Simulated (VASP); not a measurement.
Write the native input for VASP 6.6.1 that does the following.

```
Task                   : single point
Functional             : PBE
Potentials or basis    : VASP PAW PBE potentials, release 64 (Mg, F)
Cutoff                 : 600 eV
k mesh                 : 4 × 4 × 8
Occupations            : gaussian, width 0.01 eV
Spin                   : no spin polarisation
Dipole correction      : no
Further INCAR settings : ALGO = Normal; EDIFF = 1e-06; NBANDS = 25
```

The structure of MgF2 lies in POSCAR:

```
MgF2
1.0
    4.7441138808      0.0000000000      0.0000000000
    0.0000000000      4.7441138808      0.0000000000
    0.0000000000      0.0000000000      3.1236924863
Mg F
2 4
Direct
    0.0000000000      0.0000000000      0.0000000000
    0.5000000000      0.5000000000      0.5000000000
    0.3035644552      0.3035644552      0.0000000000
    0.1964355448      0.8035644552      0.5000000000
    0.6964355448      0.6964355448      0.0000000000
    0.8035644552      0.1964355448      0.5000000000
```

These files were run (other wordings do the same):

INCAR

```
ALGO = Normal
EDIFF = 1E-6
ENCUT = 600
GGA = PE
GGA_COMPAT = False
ISIF = 2
ISMEAR = 0
LASPH = True
LCHARG = False
LREAL = False
LWAVE = False
NBANDS = 25
NELM = 120
PREC = Accurate
SIGMA = 0.01
```

KPOINTS

```
k-points
0
Gamma
  4 4 8
```

Potentials or basis: VASP PAW PBE potentials, release 64 (Mg, F).

The run is started by

```sh
$ cat potpaw_PBE.64/Mg/POTCAR potpaw_PBE.64/F/POTCAR > POTCAR
$ mpirun -np 1 vasp_std > vasp.out
```

It gave:

| Item | Value |
| --- | --- |
| Pressure | -3.5 GPa |
| Largest force | 0.047 eV/Å |
| Band gap on the k mesh | 6.60 eV |

Caveat: the cell stands under tension.

It took 25 s on 1 thread of Intel(R) Xeon(R) 6975P-C (Granite Rapids), on a shared host, peak memory 0.22 GiB.
